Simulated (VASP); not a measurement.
A run of VASP 6.6.1 is set up as follows.

The input INCAR:

```
SYSTEM = KI
PREC     = Accurate       ! precision mode
ENCUT    = 520            ! plane-wave cutoff, eV
EDIFF    = 1E-8           ! SCF threshold, eV
ISMEAR   = -1             ! smearing method
SIGMA    = 0.01           ! smearing width, eV
LREAL    = .False.        ! projectors in reciprocal space
LASPH    = .True.         ! aspherical terms in the spheres
NELM     = 60             ! most SCF steps
ALGO     = Normal         ! electronic algorithm
ISIF     = 2              ! what is computed and relaxed
LWAVE    = .False.        ! write WAVECAR
LCHARG   = .False.        ! write CHGCAR
GGA      = PS             ! functional
LEFG     = .True.       
NBANDS   = 15             ! bands
```

Contents of KPOINTS:

```
Automatic mesh
0
Gamma
  8 8 8
  0 0 0
```

Contents of POSCAR:

```
KI
1.0
    0.0000000000      3.5245500000      3.4540590000
    3.5245500000      0.0000000000      3.4540590000
    3.5245500000      3.5245500000      0.0000000000
K I
1 1
Direct
    0.0000000000      0.0000000000      0.0000000000
    0.5000000000      0.5000000000      0.5000000000
```

Potentials or basis: VASP PAW PBE potentials, release 64 (K_sv, I).

Launch:

```sh
$ cat potpaw_PBE.64/K_sv/POTCAR potpaw_PBE.64/I/POTCAR > POTCAR
$ mpirun -np 1 vasp_std > vasp.out
```

(1) Predict the pressure.

(2) What does it give for the band gap on the k mesh?

Answers

(1) 0.1 GPa.

(2) 3.87 eV, direct.

Caveat: the cell differs from its parent crystal (zz strain of -2 %); without QUAD_EFG the Cq values of the log hold for a quadrupole moment of 1 mb, not for the nuclei; the PAW data sets were made with another functional, which shifts forces and pressure a little; spin-orbit coupling is left out, which moves the levels of the heavy elements.
